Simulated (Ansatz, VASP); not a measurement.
## Two plane-wave programs on TaN

```xyz
2
Lattice="0.0000 2.1921 2.1921 2.1921 0.0000 2.1921 2.1921 2.1921 0.0000" Properties=species:S:1:pos:R:3 pbc="T T T"
Ta    0.0000    0.0000    0.0000
N     2.1921    2.1921    2.1921
```

Alike in both runs: functional PBE; dispersion D3(BJ); k mesh 16 × 16 × 16; occupations gaussian, width 0.1 eV; no spin polarisation.

Ansatz relaxed the structure, and its values are those at the end. VASP's run is a single point on that final structure, the one shown.

|  | VASP | Ansatz |
| --- | --- | --- |
| version | VASP 6.6.1 | Ansatz 0.2.0 |
| potentials or method | VASP PAW PBE potentials, release 64 (Ta_pv, N), cutoff 600 eV | scalar-relativistic, plane waves, PAW |
| valence electrons in the cell | 16 | 18 |

Ansatz gave:

```
gap on the k mesh at the Fermi level (eV) : none
pressure (GPa)                            : 0.0
```

Task: Which values does VASP return?

Result: gap on the k mesh at the Fermi level (eV): none; pressure (GPa): 1.0.

A gap of «none» marks a metal or a gap that the smearing closes. VASP's potentials hold 16 valence electrons a cell and Ansatz's 18, so a difference there can come from the potentials and not from the codes.

Spin-orbit coupling is off throughout.
